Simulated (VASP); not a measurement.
Hf: single point with PBEsol

The system is Hf.

```
CELL_PARAMETERS angstrom
-1.84040 1.84040 1.84040
1.84040 -1.84040 1.84040
1.84040 1.84040 -1.84040
ATOMIC_POSITIONS crystal
Hf 0.00000 0.00000 0.00000
```

This cell differs from its parent crystal: volume scaled by 1.06.

```json
{
 "Program": "VASP 6.6.1",
 "Task": "single point",
 "Functional": "PBEsol",
 "Potentials or basis": "VASP PAW PBE potentials, release 64 (Hf_pv)",
 "Cutoff": "520 eV",
 "k mesh": "16 × 16 × 16",
 "Occupations": "fermi-dirac, width 0.08 eV",
 "Spin": "no spin polarisation"
}
```

```json
{
 "Pressure": "-13.1 GPa",
 "Band gap on the k mesh": "zero (band 5 reaches 5.13 eV, above the bottom of band 6 at 3.05 eV)"
}
```

Levels at points of the mesh, in eV from the Fermi level:
| k point | band 1 | band 2 | band 3 | band 4 | band 5 | band 6 | band 7 | band 8 | band 9 | band 10 |
| --- | --- | --- | --- | --- | --- | --- | --- | --- | --- | --- |
| (0.00, 0.00, 0.00) | -30.22 | -30.22 | -30.22 | -6.69 | 1.40 | 1.40 | 1.40 | 3.89 | 3.89 | 12.80 |
| (0.50, 0.00, 0.00) | -30.78 | -30.41 | -30.22 | -3.08 | -0.36 | 0.73 | 3.66 | 4.56 | 6.67 | 8.73 |
| (0.50, 0.50, 0.50) | -30.62 | -30.62 | -30.62 | -2.15 | -2.15 | 5.98 | 5.98 | 5.98 | 6.41 | 6.41 |

It took 9.4 s on 1 thread of Intel(R) Xeon(R) 6975P-C (Granite Rapids), on a shared host, peak memory 0.16 GiB.

Caveat: the PAW data sets were made with another functional, which shifts forces and pressure a little; spin-orbit coupling is left out, which moves the levels of the heavy elements.
